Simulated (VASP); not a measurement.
# Hg (R-3m) in VASP: notebook, part 3 of 3

VASP 6.6.1. The steps go on from the part before.

### Step 5. Electric field gradients, PBE

This run uses another cell than the first one, of 23.16 Å³/atom.

File INCAR:

```
PREC = Accurate ; ENCUT = 520
EDIFF = 1E-8 ; ISMEAR = -1
SIGMA = 0.03 ; LREAL = F
LASPH = T ; NELM = 100
ALGO = Normal ; ISIF = 2
LWAVE = F ; LCHARG = F
GGA = PE ; LEFG = T
NBANDS = 12
```

File KPOINTS:

```
Automatic mesh
0
Gamma
  12 12 12
```

File POSCAR:

```
Hg
1.0
    1.7300004553      0.9988162286      2.2340000000
   -1.7300004553      0.9988162286      2.2340000000
    0.0000000000     -1.9976324571      2.2340000000
Hg
1
Direct
    0.0000000000      0.0000000000      0.0000000000
```

Potentials or basis: VASP PAW PBE potentials, release 64 (Hg).

On the command line:

```sh
$ cat potpaw_PBE.64/Hg/POTCAR > POTCAR
$ mpirun -np 1 vasp_std > vasp.out
```

OUTCAR:

```text
PREC = Accurate
   ENCUT = 520
   EDIFF = 1E-8
   ISMEAR = -1
   LREAL = F
   LASPH = T
   NELM = 100
   ISIF = 2
   GGA = PE

 ion  position               nearest neighbor table
   1  0.000  0.000  0.000-

  LATTYP: Found a trigonal (rhomboedric) cell.
 ALAT       =     2.9968802835
 COS(alpha) =     0.3335253405

  Lattice vectors:

 A1 = (   1.7300004553,   0.9988162286,   2.2340000000)
 A2 = (  -1.7300004553,   0.9988162286,   2.2340000000)
 A3 = (   0.0000000000,  -1.9976324571,   2.2340000000)

Analysis of symmetry for initial positions (statically):
=====================================================================
 Subroutine PRICEL returns:
 Original cell was already a primitive cell.

 Routine SETGRP: Setting up the symmetry group for a
 trigonal (rhombohedral) supercell.

 Subroutine GETGRP returns: Found 12 space group operations
 (whereof 12 operations were pure point group operations)
 out of a pool of 12 trial point group operations.

The static configuration has the point symmetry D_3d.

Analysis of symmetry for dynamics (positions and initial velocities):
=====================================================================
 Subroutine PRICEL returns:
 Original cell was already a primitive cell.

 Routine SETGRP: Setting up the symmetry group for a
 trigonal (rhombohedral) supercell.

 Subroutine GETGRP returns: Found 12 space group operations
 (whereof 12 operations were pure point group operations)
 out of a pool of 12 trial point group operations.

[... 160 lines left out ...]
      6      -3.3524      2.00000
      7      15.1902      0.00000
      8      15.6429      0.00000
      9      15.6429      0.00000
     10      20.1570      0.00000
     11      21.4204      0.00000
     12      21.4204      0.00000
[... 331 lines left out ...]
 k-point    24 :      -0.4167    0.1667    0.0000
  band No.  band energies     occupation
      1      -5.1466      2.00000
      2      -4.6538      2.00000
      3      -3.7245      2.00000
      4      -3.5302      2.00000
      5      -3.1542      2.00000
      6       0.1822      2.00000
      7       2.7751      1.93435
      8      11.3326      0.00000
      9      15.7120      0.00000
     10      18.9115      0.00000
     11      21.7559      0.00000
     12      22.9676      0.00000

 [... further k-points ...]

------------------------ aborting loop because EDIFF is reached ----------------------------------------

  FORCE on cell =-STRESS in cart. coord.  units (eV):
  Direction    XX          YY          ZZ          XY          YZ          ZX
  --------------------------------------------------------------------------------------
  -------------------------------------------------------------------------------------
  Total        0.8907278      0.8907278      1.0664656      0.0000000      0.0000000      0.0000000
  in kB       61.6154103     61.6154103     73.7719408      0.0000000      0.0000000      0.0000000
  external PRESSURE =      65.6675871 kB  Pullay stress =       0.0000000 kB

 VOLUME and BASIS-vectors are now :
 -----------------------------------------------------------------------------
  energy-cutoff  :      520.00
  volume of cell :       23.16
      direct lattice vectors                 reciprocal lattice vectors
     1.730000455  0.998816229  2.234000000     0.289017265  0.166864196  0.149209191
    -1.730000455  0.998816229  2.234000000    -0.289017265  0.166864196  0.149209191
     0.000000000 -1.997632457  2.234000000     0.000000000 -0.333728391  0.149209191

 POSITION                                       TOTAL-FORCE (eV/Angst)
 -----------------------------------------------------------------------------------
      0.00000      0.00000      0.00000         0.000000      0.000000      0.000000
 -----------------------------------------------------------------------------------
    total drift:                               -0.000000     -0.000000      0.000000

  FREE ENERGIE OF THE ION-ELECTRON SYSTEM (eV)
  ---------------------------------------------------
  free  energy   TOTEN  =        -0.0764340070 eV

  energy  without entropy=       -0.0751082813  energy(sigma->0) =       -0.07577114

 Electric field gradients (V/A^2)
---------------------------------------------------------------------
 ion       V_xx      V_yy      V_zz      V_xy      V_xz      V_yz
---------------------------------------------------------------------
   1      73.304    73.304  -146.608     0.000    -0.000    -0.000
---------------------------------------------------------------------

 Electric field gradients after diagonalization (V/A^2)
 (convention: |V_zz| > |V_xx| > |V_yy|)
----------------------------------------------------------------------
 ion       V_xx      V_yy      V_zz     asymmetry (V_yy - V_xx)/ V_zz
----------------------------------------------------------------------
   1      73.304    73.304  -146.608       0.000
----------------------------------------------------------------------

           NMR quadrupolar parameters

 Cq : quadrupolar parameter    Cq=e*Q*V_zz/h
 eta: asymmetry parameters     (V_yy - V_xx)/ V_zz
 Q  : nuclear electric quadrupole moment in mb (millibarn)
----------------------------------------------------------------------
 ion       Cq(MHz)       eta       Q (mb)
----------------------------------------------------------------------
   1      -0.354       0.000       1.000
----------------------------------------------------------------------
```

OSZICAR:

```text
N       E                     dE             d eps       ncg     rms          rms(c)
DAV:   1     0.735655078699E+02    0.73566E+02   -0.66603E+03  4848   0.967E+02
DAV:   2     0.113833678262E+01   -0.72427E+02   -0.67858E+02  4948   0.230E+02
DAV:   3    -0.114196157491E+00   -0.12525E+01   -0.12517E+01  5420   0.333E+01
DAV:   4    -0.115382537013E+00   -0.11864E-02   -0.11864E-02  5024   0.107E+00
DAV:   5    -0.115384125823E+00   -0.15888E-05   -0.15886E-05  5440   0.376E-02    0.432E+00
DAV:   6    -0.792067749653E-01    0.36177E-01   -0.87683E-02  5372   0.344E+00    0.312E+00
DAV:   7    -0.764580521015E-01    0.27487E-02   -0.14586E-02  5412   0.125E+00    0.123E+00
DAV:   8    -0.764044859893E-01    0.53566E-04   -0.15596E-03  4764   0.506E-01    0.550E-02
DAV:   9    -0.764232796355E-01   -0.18794E-04   -0.83289E-06  5364   0.306E-02    0.170E-02
DAV:  10    -0.764340896337E-01   -0.10810E-04   -0.96566E-06  4760   0.309E-02    0.196E-03
DAV:  11    -0.764340652227E-01    0.24411E-07   -0.79884E-08  5300   0.257E-03    0.562E-04
DAV:  12    -0.764340138414E-01    0.51381E-07   -0.13684E-08  3356   0.139E-03    0.132E-04
DAV:  13    -0.764340035987E-01    0.10243E-07   -0.62930E-10  2468   0.269E-04    0.634E-05
DAV:  14    -0.764340070475E-01   -0.34488E-08   -0.37904E-11  2368   0.684E-05
   1 F= -.76434007E-01 E0= -.75771144E-01  d E =-.132573E-02
```

stdout:

```text
POSCAR found type information on POSCAR Hg
 POSCAR found :  1 types and       1 ions
 scaLAPACK will be used
 LDA part: xc-table for (Slater+PW92), standard interpolation
 POSCAR, INCAR and KPOINTS ok, starting setup
 FFT: planning ... GRIDC
 FFT: planning ... GRID_SOFT
 FFT: planning ... GRID
 WAVECAR not read
 entering main loop
ion   1
```

Run time: 18 s. Hardware: 1 thread of Intel Xeon Platinum 8488C (Sapphire Rapids), shared host; peak memory 0.18 GiB.

Results:

| Property | Result |
| --- | --- |
| Free energy | -0.0764 eV |
| Pressure | 6.6 GPa |
| Band gap on the k mesh | zero (bands 6 and 7 overlap by 3.28 eV) |
| Largest electric field gradient by atom | Hg -146.6 V/Å² |

Electric field gradients, principal values (V/Å²):
```
atom   least  middle  greatest (by size)
1 Hg  73.304  73.304            -146.608
```

Caveat: the cell stands under pressure; without QUAD_EFG the Cq values of the log hold for a quadrupole moment of 1 mb, not for the nuclei; spin-orbit coupling is left out, which moves the levels of the heavy elements.

### Step 6. Electric field gradients, PBE (23.62 Å³/atom)

This run uses another cell than the first one, of 23.62 Å³/atom.

File INCAR:

```
SYSTEM = Hg
  PREC = Accurate
  ENCUT = 520
  EDIFF = 1E-8
  ISMEAR = -1
  SIGMA = 0.03
  LREAL = .FALSE.
  LASPH = .TRUE.
  NELM = 100
  ALGO = Normal
  ISIF = 2
  LWAVE = .FALSE.
  LCHARG = .FALSE.
  GGA = PE
  LEFG = .TRUE.
  NBANDS = 12
```

File KPOINTS:

```
Automatic mesh
0
G
  12 12 12
  0 0 0
```

File POSCAR:

```
Hg
1.0
    1.7414577458      1.0054310984      2.2487951332
   -1.7414577458      1.0054310984      2.2487951332
    0.0000000000     -2.0108621967      2.2487951332
Hg
1
Direct
    0.0000000000      0.0000000000      0.0000000000
```

Potentials or basis: VASP PAW PBE potentials, release 64 (Hg).

On the command line:

```sh
$ cat potpaw_PBE.64/Hg/POTCAR > POTCAR
$ mpirun -np 1 vasp_std > vasp.out
```

OUTCAR:

```text
SYSTEM = Hg
   PREC = Accurate
   ENCUT = 520
   EDIFF = 1E-8
   ISMEAR = -1
   LREAL = .FALSE.
   LASPH = .TRUE.
   NELM = 100
   ISIF = 2
   GGA = PE

 ion  position               nearest neighbor table
   1  0.000  0.000  0.000-

  LATTYP: Found a trigonal (rhomboedric) cell.
 ALAT       =     3.0167277512
 COS(alpha) =     0.3335253405

  Lattice vectors:

 A1 = (   1.7414577458,   1.0054310984,   2.2487951332)
 A2 = (  -1.7414577458,   1.0054310984,   2.2487951332)
 A3 = (   0.0000000000,  -2.0108621967,   2.2487951332)

Analysis of symmetry for initial positions (statically):
=====================================================================
 Subroutine PRICEL returns:
 Original cell was already a primitive cell.

 Routine SETGRP: Setting up the symmetry group for a
 trigonal (rhombohedral) supercell.

 Subroutine GETGRP returns: Found 12 space group operations
 (whereof 12 operations were pure point group operations)
 out of a pool of 12 trial point group operations.

The static configuration has the point symmetry D_3d.

Analysis of symmetry for dynamics (positions and initial velocities):
=====================================================================
 Subroutine PRICEL returns:
 Original cell was already a primitive cell.

 Routine SETGRP: Setting up the symmetry group for a
 trigonal (rhombohedral) supercell.

 Subroutine GETGRP returns: Found 12 space group operations
 (whereof 12 operations were pure point group operations)
 out of a pool of 12 trial point group operations.

The dynamic configuration has the point symmetry D_3d.

 Subroutine INISYM returns: Found 12 space group operations
 (whereof 12 operations are pure point group operations),
 and found     1 'primitive' translations

----------------------------------------------------------------------------------------

                                     Primitive cell

  volume of cell :      23.6247

  direct lattice vectors                    reciprocal lattice vectors
     1.741457746  1.005431098  2.248795133     0.287115781  0.165766373  0.148227523
    -1.741457746  1.005431098  2.248795133    -0.287115781  0.165766373  0.148227523
     0.000000000 -2.010862197  2.248795133     0.000000000 -0.331532746  0.148227523

  length of vectors
     3.016727751  3.016727751  3.016727751     0.363160241  0.363160241  0.363160241

  position of ions in fractional coordinates (direct lattice)
     0.000000000  0.000000000  0.000000000

  ion indices of the primitive-cell ions
   primitive index   ion index
                 1           1

----------------------------------------------------------------------------------------

 KPOINTS: Automatic mesh

Automatic generation of k-mesh.
 Grid dimensions read from file:
 generate k-points for:   12   12   12

 Generating k-lattice:

[... 65 lines left out ...]
   IBRION =     -1    ionic relax: 0-MD 1-quasi-New 2-CG
   NFREE  =      0    steps in history (QN), initial steepest desc. (CG)
   ISIF   =      2    stress and relaxation
   ISYM   =      2    0-nonsym 1-usesym 2-fastsym
   POTIM  = 0.5000    time-step for ionic-motion
   TEBEG  =    0.0;   TEEND  =   0.0 temperature during run
   PSTRESS=    0.0 pullay stress
   NELECT =      12.0000    total number of electrons
   NUPDOWN=      -1.0000    fix difference up-down
   EMIN   =  10.00;   EMAX   =-10.00  energy-range for DOS
   EFERMI =   0.00;   METHOD = LEGACY
   ISMEAR =    -1;   SIGMA  =   0.03  broadening in eV -4-tet -1-fermi 0-gaus
   EFERMI_NEDOS =   21; number of points for ismear=-14 and -15
   IALGO  =     38    algorithm
   IMIX   =      4    mixing-type and parameters
     AMIX     =   0.40;   BMIX     =  1.00
     AMIX_MAG =   1.60;   BMIX_MAG =  1.00
  volume/ion in A,a.u.               =      23.62       159.43
  Fermi-wavevector in a.u.,A,eV,Ry     =   1.306210  2.468380 23.214062  1.706185
  Thomas-Fermi vector in A             =   2.437028
   LORBIT       =      0    0 simple, 1 ext, 2 COOP (PROOUT), +10 PAW based schemes
   GGA     = PE    functional components
[... 5 lines left out ...]
 non-spin polarized calculation
  energy-cutoff  :      520.00
  volume of cell :       23.62
 maximum number of plane-waves:       657
   NGX = 11   NGY = 11   NGZ = 11

 number of electron      12.0000002 magnetization

 Free energy of the ion-electron system (eV)
  ---------------------------------------------------
  ext. energy  EPLUGINS =         0.00000000
  ---------------------------------------------------
  free energy    TOTEN  =        -0.09411436 eV

  energy without entropy =       -0.09302599  energy(sigma->0) =       -0.09357018

 E-fermi :   2.7132     XC(G=0): -10.8326

 val. band max:        2.6868179919   @ k =  -0.4167   0.5000   0.0833
 cond. band min:       2.7392662640   @ k =  -0.4167   0.2500   0.0833
 fundamental gap:      0.0524482721
 Fermi energy:         2.7132438184

 k-point     1 :       0.0000    0.0000    0.0000
  band No.  band energies     occupation
      1      -6.3765      2.00000
      2      -4.9077      2.00000
      3      -4.9077      2.00000
      4      -3.6434      2.00000
      5      -3.4811      2.00000
      6      -3.4811      2.00000
      7      14.9648      0.00000
      8      15.3345      0.00000
      9      15.3345      0.00000
     10      19.7820      0.00000
     11      21.0283      0.00000
     12      21.0283      0.00000
[... 331 lines left out ...]
 k-point    24 :      -0.4167    0.1667   -0.0000
  band No.  band energies     occupation
      1      -5.2008      2.00000
      2      -4.7287      2.00000
      3      -3.8327      2.00000
      4      -3.6505      2.00000
      5      -3.2887      2.00000
      6       0.0333      2.00000
      7       2.6289      1.88676
      8      11.0686      0.00000
      9      15.4101      0.00000
     10      18.6163      0.00000
     11      21.3589      0.00000
     12      22.6071      0.00000

 [... further k-points ...]

------------------------ aborting loop because EDIFF is reached ----------------------------------------

  FORCE on cell =-STRESS in cart. coord.  units (eV):
  Direction    XX          YY          ZZ          XY          YZ          ZX
  --------------------------------------------------------------------------------------
  -------------------------------------------------------------------------------------
  Total        0.7758445      0.7758445      0.8730083     -0.0000000      0.0000000      0.0000000
  in kB       52.6161241     52.6161241     59.2055704     -0.0000000      0.0000000      0.0000000
  external PRESSURE =      54.8126062 kB  Pullay stress =       0.0000000 kB

 VOLUME and BASIS-vectors are now :
 -----------------------------------------------------------------------------
  energy-cutoff  :      520.00
  volume of cell :       23.62
      direct lattice vectors                 reciprocal lattice vectors
     1.741457746  1.005431098  2.248795133     0.287115781  0.165766373  0.148227523
    -1.741457746  1.005431098  2.248795133    -0.287115781  0.165766373  0.148227523
     0.000000000 -2.010862197  2.248795133     0.000000000 -0.331532746  0.148227523

 POSITION                                       TOTAL-FORCE (eV/Angst)
 -----------------------------------------------------------------------------------
      0.00000      0.00000      0.00000         0.000000     -0.000000      0.000000
 -----------------------------------------------------------------------------------
    total drift:                                0.000000     -0.000000     -0.000000

  FREE ENERGIE OF THE ION-ELECTRON SYSTEM (eV)
  ---------------------------------------------------
  free  energy   TOTEN  =        -0.0941143640 eV

  energy  without entropy=       -0.0930259892  energy(sigma->0) =       -0.09357018

 Electric field gradients (V/A^2)
---------------------------------------------------------------------
 ion       V_xx      V_yy      V_zz      V_xy      V_xz      V_yz
---------------------------------------------------------------------
   1      70.017    70.017  -140.034    -0.000     0.000    -0.000
---------------------------------------------------------------------

 Electric field gradients after diagonalization (V/A^2)
 (convention: |V_zz| > |V_xx| > |V_yy|)
----------------------------------------------------------------------
 ion       V_xx      V_yy      V_zz     asymmetry (V_yy - V_xx)/ V_zz
----------------------------------------------------------------------
   1      70.017    70.017  -140.034       0.000
----------------------------------------------------------------------

           NMR quadrupolar parameters

 Cq : quadrupolar parameter    Cq=e*Q*V_zz/h
 eta: asymmetry parameters     (V_yy - V_xx)/ V_zz
 Q  : nuclear electric quadrupole moment in mb (millibarn)
----------------------------------------------------------------------
 ion       Cq(MHz)       eta       Q (mb)
----------------------------------------------------------------------
   1      -0.339       0.000       1.000
----------------------------------------------------------------------
```

OSZICAR:

```text
N       E                     dE             d eps       ncg     rms          rms(c)
DAV:   1     0.729272509778E+02    0.72927E+02   -0.67020E+03  4824   0.968E+02
DAV:   2     0.109235854414E+01   -0.71835E+02   -0.67279E+02  4992   0.228E+02
DAV:   3    -0.129710978692E+00   -0.12221E+01   -0.12212E+01  5488   0.330E+01
DAV:   4    -0.130862195814E+00   -0.11512E-02   -0.11512E-02  4972   0.106E+00
DAV:   5    -0.130863811327E+00   -0.16155E-05   -0.16152E-05  5452   0.379E-02    0.404E+00
DAV:   6    -0.965390382735E-01    0.34325E-01   -0.84256E-02  5352   0.336E+00    0.295E+00
DAV:   7    -0.940884511269E-01    0.24506E-02   -0.13547E-02  5408   0.119E+00    0.120E+00
DAV:   8    -0.940844611873E-01    0.39899E-05   -0.14431E-03  4748   0.482E-01    0.527E-02
DAV:   9    -0.941043818593E-01   -0.19921E-04   -0.86616E-06  5396   0.305E-02    0.181E-02
DAV:  10    -0.941144494645E-01   -0.10068E-04   -0.91706E-06  4712   0.300E-02    0.178E-03
DAV:  11    -0.941144096878E-01    0.39777E-07   -0.73775E-08  5336   0.243E-03    0.432E-04
DAV:  12    -0.941143710982E-01    0.38590E-07   -0.10995E-08  3260   0.125E-03    0.140E-04
DAV:  13    -0.941143602004E-01    0.10898E-07   -0.45113E-10  2484   0.203E-04    0.644E-05
DAV:  14    -0.941143640312E-01   -0.38308E-08   -0.22485E-11  2360   0.516E-05
   1 F= -.94114364E-01 E0= -.93570177E-01  d E =-.108837E-02
```

It took 19 s on 1 thread of Intel Xeon Platinum 8488C (Sapphire Rapids), shared host; peak memory 0.18 GiB.

Results:

* Free energy: -0.0941 eV
* Pressure: 5.5 GPa
* Band gap on the k mesh: zero (bands 6 and 7 overlap by 3.09 eV)
* Largest electric field gradient by atom: Hg -140.0 V/Å²

Stress tensor (GPa, compression positive):
```
5.26 0.00 0.00
0.00 5.26 0.00
0.00 0.00 5.92
```

Electric field gradients, principal values (V/Å²):
```csv
atom,least,middle,greatest (by size)
1 Hg,70.017,70.017,-140.034
```

Caveat: the cell stands under pressure; without QUAD_EFG the Cq values of the log hold for a quadrupole moment of 1 mb, not for the nuclei; spin-orbit coupling is left out, which moves the levels of the heavy elements.

### Step 7. The runs side by side

| cell | gap on the mesh (eV) | pressure (GPa) |
| --- | --- | --- |
| a = 2.936 Å, angles 70.5°, 1 atom | none | 11.0 |
| a = 2.977 Å, angles 70.5°, 1 atom | none | 7.8 |
| a = 2.997 Å, angles 70.5°, 1 atom | none | 6.6 |
| a = 3.017 Å, angles 70.5°, 1 atom | none | 5.5 |

Alike in all rows: task electric field gradients; level PBE; potentials or basis VASP PAW PBE potentials, release 64 (Hg); no spin polarisation; k mesh 12 × 12 × 12; cutoff (eV) 520; smearing fermi-dirac 0.03 eV.

Caveats: the cell stands under pressure; spin-orbit coupling is left out, which moves the levels of the heavy elements.

Total energies depend on the potentials used, so only differences within one code and one set of settings carry meaning.
